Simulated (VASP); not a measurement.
# Li (Im-3m) in VASP: settings compared

The runs below take Li through single point, relaxation of cell and atoms, with PBE+D4, r2SCAN50, r2SCAN, PBE0+D3(BJ), PBE-based screened hybrid with 25 % exact exchange.

Program: VASP 6.6.1. These are calculated values, not measurements. Logs are shortened: lines on timing, memory, paths and dates and some standing lists are left out, and cuts for length are marked.

### Step 1. The cell of the first run

Symmetry: Im-3m, No. 229, cubic system. The conventional cell has a = 3.509 Å, b = 3.509 Å, c = 3.509 Å, α = 90.00°, β = 90.00°, γ = 90.00°. Within 4.0 Å of Li (site symmetry m-3m) lie 14 Li at 3.04 to 3.51 Å.

### Step 2. Single point, PBE+D4, collinear spin

Input file INCAR:

```
ALGO = Normal
EDIFF = 1E-7
ENCUT = 520
GGA = PE
ISIF = 2
ISMEAR = -1
ISPIN = 2
IVDW = 13
LASPH = T
LCHARG = F
LORBIT = 11
LREAL = F
LWAVE = F
MAGMOM = 0.5
NBANDS = 12
NELM = 150
PREC = Accurate
SIGMA = 0.01
```

Input file KPOINTS:

```
k-points
0
Gamma
  11 11 11
```

Input file POSCAR:

```
Li
1.0
   -1.7546500000      1.7546500000      1.7546500000
    1.7546500000     -1.7546500000      1.7546500000
    1.7546500000      1.7546500000     -1.7546500000
Li
1
Direct
    0.0000000000      0.0000000000      0.0000000000
```

Potentials or basis: VASP PAW PBE potentials, release 64 (Li_sv).

On the command line:

```bash
$ cat potpaw_PBE.64/Li_sv/POTCAR > POTCAR
$ mpirun -np 1 vasp_std > vasp.out
```

OUTCAR:

```text
EDIFF = 1E-7
   ENCUT = 520
   GGA = PE
   ISIF = 2
   ISMEAR = -1
   ISPIN = 2
   IVDW = 13
   LASPH = T
   LORBIT = 11
   LREAL = F
   NELM = 150
   PREC = Accurate

 ion  position               nearest neighbor table
   1  0.000  0.000  0.000-

  LATTYP: Found a body centered cubic cell.
 ALAT       =     3.5093000000

  Lattice vectors:

 A1 = (  -1.7546500000,   1.7546500000,   1.7546500000)
 A2 = (   1.7546500000,  -1.7546500000,   1.7546500000)
 A3 = (   1.7546500000,   1.7546500000,  -1.7546500000)

Analysis of symmetry for initial positions (statically):
=====================================================================
 Subroutine PRICEL returns:
 Original cell was already a primitive cell.

 Routine SETGRP: Setting up the symmetry group for a
 body centered cubic supercell.

 Subroutine GETGRP returns: Found 48 space group operations
 (whereof 48 operations were pure point group operations)
 out of a pool of 48 trial point group operations.

The static configuration has the point symmetry O_h .

Analysis of symmetry for dynamics (positions and initial velocities):
=====================================================================
 Subroutine PRICEL returns:
 Original cell was already a primitive cell.

 Routine SETGRP: Setting up the symmetry group for a
 body centered cubic supercell.

 Subroutine GETGRP returns: Found 48 space group operations
 (whereof 48 operations were pure point group operations)
 out of a pool of 48 trial point group operations.

The dynamic configuration has the point symmetry O_h .

Analysis of structural, dynamic, and magnetic symmetry:
=====================================================================
 Subroutine PRICEL returns:
 Original cell was already a primitive cell.

 Routine SETGRP: Setting up the symmetry group for a
 body centered cubic supercell.

 Subroutine GETGRP returns: Found 48 space group operations
 (whereof 48 operations were pure point group operations)
 out of a pool of 48 trial point group operations.

The overall configuration has the point symmetry O_h .

 Subroutine INISYM returns: Found 48 space group operations
 (whereof 48 operations are pure point group operations),
 and found     1 'primitive' translations

----------------------------------------------------------------------------------------

                                     Primitive cell

  volume of cell :      21.6088

  direct lattice vectors                    reciprocal lattice vectors
    -1.754650000  1.754650000  1.754650000     0.000000000  0.284957114  0.284957114
     1.754650000 -1.754650000  1.754650000     0.284957114  0.000000000  0.284957114
     1.754650000  1.754650000 -1.754650000     0.284957114  0.284957114  0.000000000

  length of vectors
     3.039142950  3.039142950  3.039142950     0.402990215  0.402990215  0.402990215

  position of ions in fractional coordinates (direct lattice)
     0.000000000  0.000000000  0.000000000

  ion indices of the primitive-cell ions
   primitive index   ion index
                 1           1

----------------------------------------------------------------------------------------

 KPOINTS: k-points

Automatic generation of k-mesh.
 Grid dimensions read from file:
 generate k-points for:   11   11   11

 Generating k-lattice:

  Cartesian coordinates                     Fractional coordinates (reciprocal lattice)
     0.000000000  0.025905192  0.025905192     0.090909091  0.000000000  0.000000000
     0.025905192  0.000000000  0.025905192     0.000000000  0.090909091  0.000000000
     0.025905192  0.025905192  0.000000000     0.000000000  0.000000000  0.090909091

  Length of vectors
     0.036635474  0.036635474  0.036635474

  Shift w.r.t. Gamma in fractional coordinates (k-lattice)
     0.000000000  0.000000000  0.000000000

 Subroutine IBZKPT returns following result:
 ===========================================

 Found     56 irreducible k-points:

 Following reciprocal coordinates:
            Coordinates               Weight
  0.000000  0.000000  0.000000      1.000000
  0.090909  0.000000  0.000000     12.000000
  0.181818  0.000000  0.000000     12.000000
  0.272727  0.000000  0.000000     12.000000
  0.363636  0.000000  0.000000     12.000000
  0.454545  0.000000  0.000000     12.000000
[... 16 lines left out ...]
  0.272727  0.181818  0.090909     48.000000
  0.363636  0.181818  0.090909     24.000000
 [... further k-points ...]
   k-points           NKPTS =     56   k-points in BZ     NKDIM =     56   number of bands    NBANDS=     12
   number of dos      NEDOS =    301   number of ions     NIONS =      1
   total plane-waves  NPLWV =  13824
   dimension x,y,z NGX =    24 NGY =   24 NGZ =   24
   dimension x,y,z NGXF=    48 NGYF=   48 NGZF=   48
   ions per type =               1
   NGX,Y,Z   is equivalent  to a cutoff of  13.13, 13.13, 13.13 a.u.
   NGXF,Y,Z  is equivalent  to a cutoff of  26.26, 26.26, 26.26 a.u.
 SYSTEM =  unknown system
   PREC   = accura    normal or accurate (medium, high low for compatibility)
   ISTART =      0    job   : 0-new  1-cont  2-samecut
   ICHARG =      2    charge: 1-file 2-atom 10-const
   ISPIN  =      2    spin polarized calculation?
   LNONCOLLINEAR =      F non collinear calculations
   LSORBIT =      F    spin-orbit coupling
   LASPH  =      T    aspherical Exc in radial PAW
   ENCUT  =  520.0 eV  38.22 Ry    6.18 a.u.   5.65  5.65  5.65*2*pi/ulx,y,z
   NELM   =    150;   NELMIN=  2; NELMDL= -5     # of ELM steps
   EDIFF  = 0.1E-06   stopping-criterion for ELM
   LREAL  =      F    real-space projection
   EDIFFG = 0.1E-05   stopping-criterion for IOM
   NSW    =      0    number of steps for IOM
   IBRION =     -1    ionic relax: 0-MD 1-quasi-New 2-CG
   NFREE  =      0    steps in history (QN), initial steepest desc. (CG)
   ISIF   =      2    stress and relaxation
   ISYM   =      2    0-nonsym 1-usesym 2-fastsym
   POTIM  = 0.5000    time-step for ionic-motion
   TEBEG  =    0.0;   TEEND  =   0.0 temperature during run
   PSTRESS=    0.0 pullay stress
   NELECT =       3.0000    total number of electrons
   NUPDOWN=      -1.0000    fix difference up-down
   EMIN   =  10.00;   EMAX   =-10.00  energy-range for DOS
   EFERMI =   0.00;   METHOD = LEGACY
   ISMEAR =    -1;   SIGMA  =   0.01  broadening in eV -4-tet -1-fermi 0-gaus
   EFERMI_NEDOS =   21; number of points for ismear=-14 and -15
   IALGO  =     38    algorithm
   IMIX   =      4    mixing-type and parameters
     AMIX     =   0.40;   BMIX     =  1.00
     AMIX_MAG =   1.60;   BMIX_MAG =  1.00
  volume/ion in A,a.u.               =      21.61       145.82
  Fermi-wavevector in a.u.,A,eV,Ry     =   0.847692  1.601906  9.776898  0.718582
  Thomas-Fermi vector in A             =   1.963238
   LORBIT       =     11    0 simple, 1 ext, 2 COOP (PROOUT), +10 PAW based schemes
   GGA     = PE    functional components
   LHFCALC =     F    Hartree Fock is set to
   AEXX    =    0.0000 exact exchange contribution
   IVDW    =    13    specifies the selected vdW correction
   LEPSILON=     F    determine dielectric tensor
   LRPA    =     F    only Hartree local field effects (RPA)
 spin polarized calculation
  energy-cutoff  :      520.00
  volume of cell :       21.61
 maximum number of plane-waves:       603
   NGX = 11   NGY = 11   NGZ = 11

 number of electron       2.9999991 magnetization      -0.0736261

 number of electron       2.9999991 magnetization       0.0217907

 Free energy of the ion-electron system (eV)
  ---------------------------------------------------
  ext. energy  EPLUGINS =         0.00000000
  ---------------------------------------------------
  free energy    TOTEN  =        -1.90417810 eV

  energy without entropy =       -1.90383005  energy(sigma->0) =       -1.90400408

 E-fermi :   0.4501     XC(G=0):  -6.8904

 val. band max:        0.4085385994   @ k =  -0.3636   0.4545   0.0909
 cond. band min:       0.4501979516   @ k =  -0.3636   0.4545   0.0909
 fundamental gap:      0.0416593522
 Fermi energy:         0.4500808510

 spin component 1

 k-point     1 :       0.0000    0.0000    0.0000
  band No.  band energies     occupation
      1     -46.1899      1.00000
      2      -3.0461      1.00000
      3      14.3921      0.00000
      4      14.3921      0.00000
      5      14.3922      0.00000
      6      19.0215      0.00000
      7      19.0215      0.00000
      8      19.0215      0.00000
      9      19.9629      0.00000
     10      19.9629      0.00000
     11      20.2902      0.00000
     12      20.2902      0.00000
[... 331 lines left out ...]
 k-point    24 :       0.3636    0.1818    0.0909
  band No.  band energies     occupation
      1     -46.1741      1.00000
      2       1.6348      0.00000
      3       3.5566      0.00000
      4       6.8959      0.00000
      5       9.2730      0.00000
      6      19.0883      0.00000
      7      19.9969      0.00000
      8      23.2525      0.00000
      9      23.3869      0.00000
     10      26.9290      0.00000
     11      27.3144      0.00000
     12      29.2424      0.00000

 [... further k-points ...]

 spin component 2

 k-point     1 :       0.0000    0.0000    0.0000
  band No.  band energies     occupation
      1     -46.1856      1.00000
      2      -3.0028      1.00000
      3      14.4097      0.00000
      4      14.4097      0.00000
      5      14.4097      0.00000
      6      19.0657      0.00000
      7      19.0657      0.00000
      8      19.0657      0.00000
      9      20.0096      0.00000
     10      20.0096      0.00000
     11      20.3385      0.00000
     12      20.3385      0.00000
[... 331 lines left out ...]
 k-point    24 :       0.3636    0.1818    0.0909
  band No.  band energies     occupation
      1     -46.1698      1.00000
      2       1.6758      0.00000
      3       3.5976      0.00000
      4       6.9351      0.00000
      5       9.3044      0.00000
      6      19.1197      0.00000
      7      20.0249      0.00000
      8      23.2850      0.00000
      9      23.4251      0.00000
     10      26.9607      0.00000
     11      27.3505      0.00000
     12      29.2853      0.00000

 [... further k-points ...]

------------------------ aborting loop because EDIFF is reached ----------------------------------------

  DFT-D4 for vdW energy calculation

  Edisp (eV):   -0.01829

  FORCE on cell =-STRESS in cart. coord.  units (eV):
  Direction    XX          YY          ZZ          XY          YZ          ZX
  --------------------------------------------------------------------------------------
  -------------------------------------------------------------------------------------
  Total      -0.13471    -0.13471    -0.13471    -0.00000     0.00000    -0.00000
  in kB      -9.98792    -9.98792    -9.98792    -0.00000     0.00000    -0.00000
  external pressure =       -9.99 kB  Pullay stress =        0.00 kB

 VOLUME and BASIS-vectors are now :
 -----------------------------------------------------------------------------
  energy-cutoff  :      520.00
  volume of cell :       21.61
      direct lattice vectors                 reciprocal lattice vectors
    -1.754650000  1.754650000  1.754650000     0.000000000  0.284957114  0.284957114
     1.754650000 -1.754650000  1.754650000     0.284957114  0.000000000  0.284957114
     1.754650000  1.754650000 -1.754650000     0.284957114  0.284957114  0.000000000

 POSITION                                       TOTAL-FORCE (eV/Angst)
 -----------------------------------------------------------------------------------
      0.00000      0.00000      0.00000         0.000000     -0.000000      0.000000
 -----------------------------------------------------------------------------------
    total drift:                               -0.000000      0.000000      0.000000

  FREE ENERGIE OF THE ION-ELECTRON SYSTEM (eV)
  ---------------------------------------------------
  free  energy   TOTEN  =        -1.9224706018 eV

  energy  without entropy=       -1.9221225429  energy(sigma->0) =       -1.92229657

 total charge

# of ion       s       p       d       tot
------------------------------------------
    1        2.031   0.038   0.000   2.069

 magnetization (x)

# of ion       s       p       d       tot
------------------------------------------
    1        0.000   0.001   0.000   0.002
```

Wall time 27 s (1 thread of AMD EPYC 7R43 (Zen 3), shared host); peak memory 0.11 GiB.

Results:

```yaml
Free_energy: -1.9225 eV
Net_moment: 0.02 μB per cell
Valence_electrons_inside_the_program's_atomic_spheres: Li 2.07
Dispersion_energy_per_atom: -0.018 eV
```

Levels at points of the mesh, in eV from the Fermi level:
Spin up:
```tsv
k point	band 1	band 2	band 3	band 4	band 5
(0.00, 0.00, 0.00)	-46.64	-3.50	13.94	13.94	13.94
```
Spin down:
| k point | band 1 | band 2 | band 3 | band 4 |
| --- | --- | --- | --- | --- |
| (0.00, 0.00, 0.00) | -46.64 | -3.45 | 13.96 | 13.96 |

Caveat: the cutoff is under 1.25 times the usual one of these potentials, so pressure, stress and relaxed cells hold a basis-set (Pulay) error.

### Step 3. Single point, r2SCAN50

POSCAR is that of step 2.

Input file INCAR.step1:

```
PREC     = Accurate       # precision mode
ENCUT    = 520            # plane-wave cutoff, eV
EDIFF    = 1E-5           # SCF threshold, eV
ISMEAR   = 1              # smearing method
SIGMA    = 0.005          # smearing width, eV
LREAL    = F              # projectors in reciprocal space
LASPH    = T              # aspherical terms in the spheres
NELM     = 60             # most SCF steps
ALGO     = Normal         # electronic algorithm
ISIF     = 2              # what is computed and relaxed
LWAVE    = T              # write WAVECAR
LCHARG   = F              # write CHGCAR
GGA      = PE             # functional
NBANDS   = 8              # bands
```

Input file INCAR.step2:

```
PREC     = Accurate       # precision mode
ENCUT    = 520            # plane-wave cutoff, eV
EDIFF    = 1E-6           # SCF threshold, eV
ISMEAR   = 1              # smearing method
SIGMA    = 0.005          # smearing width, eV
LREAL    = F              # projectors in reciprocal space
LASPH    = T              # aspherical terms in the spheres
NELM     = 60             # most SCF steps
ALGO     = Normal         # electronic algorithm
ISIF     = 2              # what is computed and relaxed
LWAVE    = F              # write WAVECAR
LCHARG   = F              # write CHGCAR
METAGGA  = R2SCAN         # meta-GGA
LHFCALC  = T              # exact exchange
AEXX     = 0.5            # exact-exchange fraction
LMIXTAU  = T            
PRECFOCK = Normal       
ISTART   = 1            
NBANDS   = 8              # bands
```

Input file KPOINTS:

```
regular mesh
0
Gamma
  8 8 8
```

Potentials or basis: VASP PAW PBE potentials, release 64 (Li_sv).

On the command line:

```bash
$ cat potpaw_PBE.64/Li_sv/POTCAR > POTCAR
$ cp INCAR.step1 INCAR
$ mpirun -np 1 vasp_std > vasp.out
$ cp INCAR.step2 INCAR
$ mpirun -np 1 vasp_std > vasp.out
```

Run time: 10 min. Hardware: 1 thread of AMD EPYC 7R43 (Zen 3), shared host; peak memory 0.11 GiB.

It converged, with:

```
Free energy            : -2.5949 eV
Band gap on the k mesh : zero (an odd number of electrons rules out a gap without spin polarisation)
```

Levels at points of the mesh, in eV from the Fermi level:
```csv
k point,band 1,band 2,band 3,band 4
"(0.00, 0.00, 0.00)",-56.06,-6.44,15.97,15.97
"(0.50, 0.00, 0.00)",-56.04,0.55,3.65,11.56
"(0.50, 0.50, 0.50)",-56.03,6.61,6.61,6.61
```

Caveat: the cutoff is under 1.25 times the usual one of these potentials, so pressure, stress and relaxed cells hold a basis-set (Pulay) error; the PAW data sets were made with another functional, which shifts forces and pressure a little.

### Step 4. Relaxation of cell and atoms, r2SCAN (22.91 Å³/atom)

This run uses another cell than the first one, of 22.91 Å³/atom.

Input file POSCAR:

```
Li
1.0
   -1.7890636389      1.7890636389      1.7890636389
    1.7890636389     -1.7890636389      1.7890636389
    1.7890636389      1.7890636389     -1.7890636389
Li
1
Direct
    0.0000000000      0.0000000000      0.0000000000
```

Input file INCAR.step1:

```
  ALGO = Normal
  EDIFF = 1E-7
  EDIFFG = -0.002
  ENCUT = 1050
  GGA_COMPAT = False
  IBRION = 2
  ISIF = 3
  ISMEAR = 1
  KPAR = 8
  LASPH = True
  LCHARG = False
  LMIXTAU = True
  LREAL = False
  LWAVE = False
  METAGGA = R2SCAN
  NELM = 120
  NELMIN = 4
  NSW = 80
  POTIM = 0.5
  PREC = Accurate
  SIGMA = 0.05
```

Input file INCAR.step4:

```
  ALGO = Normal
  EDIFF = 1E-7
  ENCUT = 1050
  GGA_COMPAT = False
  ISIF = 2
  ISMEAR = 1
  KPAR = 8
  LASPH = True
  LCHARG = False
  LMIXTAU = True
  LREAL = False
  LWAVE = False
  METAGGA = R2SCAN
  NELM = 120
  PREC = Accurate
  SIGMA = 0.05
```

Input file KPOINTS:

```
Automatic mesh
0
Gamma
  14 14 14
  0 0 0
```

On the command line:

```bash
$ cat potpaw_PBE.64/Li_sv/POTCAR > POTCAR
$ cp INCAR.step1 INCAR
$ cp POSCAR.step1 POSCAR
$ mpirun -np 8 vasp_std > vasp.out
$ cp CONTCAR POSCAR
$ mpirun -np 8 vasp_std > vasp.out
$ cp CONTCAR POSCAR
$ mpirun -np 8 vasp_std > vasp.out
$ cp CONTCAR POSCAR
$ cp INCAR.step4 INCAR
$ mpirun -np 8 vasp_std > vasp.out
```

Wall time 5.3 min (8 MPI ranks of Intel Xeon Platinum 8259CL at 2.50GHz (Skylake/Cascade Lake), shared host); peak memory 0.28 GiB.

It converged, with:

```
Free energy                           : -2.3823 eV
Relaxed volume                        : 20.39 Å³/atom
Relaxed cell                          : a = 2.981 Å, b = 2.981 Å, c = 2.981 Å, α = 109.47°, β = 109.47°, γ = 109.47°
Space group after relaxing (to 0.1 Å) : Im-3m (No. 229)
Energy gained by relaxing             : 4.9 meV/atom
Ionic steps                           : 11
Pressure after relaxing               : 0.0 GPa
Band gap on the k mesh                : zero (an odd number of electrons rules out a gap without spin polarisation)
```

The path:
| step | energy change (eV) | largest force (eV/Å) | pressure (GPa) | volume (Å³) |
| --- | --- | --- | --- | --- |
| 1 | 0.0000 | 0.0000 | -1.01 | 22.91 |
| 2 | -0.0024 | 0.0000 | -0.74 | 22.43 |
| 3 | -0.0059 | 0.0000 | -0.45 | 21.27 |
| 4 | 0.0000 | 0.0000 | 1.14 | 19.06 |
| 5 | -0.0063 | 0.0000 | -0.20 | 20.58 |
| 6 | -0.0059 | 0.0000 | 0.13 | 20.16 |
| 7 | -0.0062 | 0.0000 | 0.00 | 20.33 |
| 8 | -0.0048 | 0.0000 | 0.06 | 20.33 |
| 9 | -0.0048 | 0.0000 | 0.04 | 20.35 |
| 10 | -0.0048 | 0.0000 | 0.01 | 20.39 |
| 11 | -0.0049 | 0.0000 | 0.01 | 20.39 |

Final structure:
```
Li
1.0
    -1.72089    1.72089    1.72089
     1.72089   -1.72089    1.72089
     1.72089    1.72089   -1.72089
Li
1
Direct
  0.00000 0.00000 0.00000
```

Levels at points of the mesh, in eV from the Fermi level:
```tsv
k point	band 1	band 2	band 3	band 4	band 5
(0.00, 0.00, 0.00)	-48.04	-3.87	16.25	16.25	16.25
(0.50, 0.00, 0.00)	-48.02	0.29	3.49	11.45	12.98
(0.50, 0.50, 0.50)	-48.01	6.07	6.07	6.07	8.21
```

Caveat: the PAW data sets were made with another functional, which shifts forces and pressure a little.

[end of part 1 of 2]
